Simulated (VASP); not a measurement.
Hf5H: single point with PBE+D3(BJ)

System: Hf5H, a slab with vacuum.

```
CELL_PARAMETERS angstrom
4.95641 0.00000 0.00000
-2.47821 4.29238 0.00000
0.00000 0.00000 21.13284
ATOMIC_POSITIONS crystal
Hf 0.66667 0.33333 0.18928
Hf 0.33333 0.66667 0.23715
Hf 0.00000 0.00000 0.27634
Hf 0.66667 0.33333 0.31643
Hf 0.33333 0.66667 0.37065
H 0.77778 0.77778 0.52680
```

- Program: VASP 6.6.1
- Task: single point
- Functional: PBE
- Dispersion: D3(BJ)
- Potentials or basis: VASP PAW PBE potentials, release 64 (Hf_pv, H)
- Cutoff: 520 eV
- k mesh: 6 × 6 × 1
- Occupations: gaussian, width 0.1 eV
- Spin: no spin polarisation

```json
{"Largest force": "1.022 eV/Å", "Band gap on the k mesh": "zero (an odd number of electrons rules out a gap without spin polarisation)", "Dispersion energy per atom": "-0.200 eV"}
```

Forces in eV/Å, atoms in the order of the input:
```
Hf   0.021  0.013 -0.957
Hf   0.015 -0.004  1.021
Hf  -0.023 -0.008  0.014
Hf  -0.061 -0.009 -0.088
Hf   0.166  0.098  0.645
H   -0.118 -0.091 -0.635
```

Levels at points of the mesh, in eV from the Fermi level:
```tsv
k point	band 24	band 25	band 26	band 27	band 28	band 29
(0.00, 0.00, 0.00)	-0.31	-0.29	-0.25	-0.04	-0.04	0.19
(0.50, 0.00, 0.00)	-0.25	-0.19	-0.03	0.05	0.10	0.38
(0.00, 0.50, 0.00)	-0.19	-0.08	-0.03	0.01	0.10	0.18
(0.50, 0.50, 0.00)	-0.22	-0.17	-0.03	0.02	0.10	0.31
```

Wall time 20 min on 1 thread of Intel(R) Xeon(R) Platinum 8259CL CPU @ 2.50GHz (Skylake/Cascade Lake), with other jobs on the host, peak memory 0.7 GiB.

Caveat: spin-orbit coupling is left out, which moves the levels of the heavy elements.
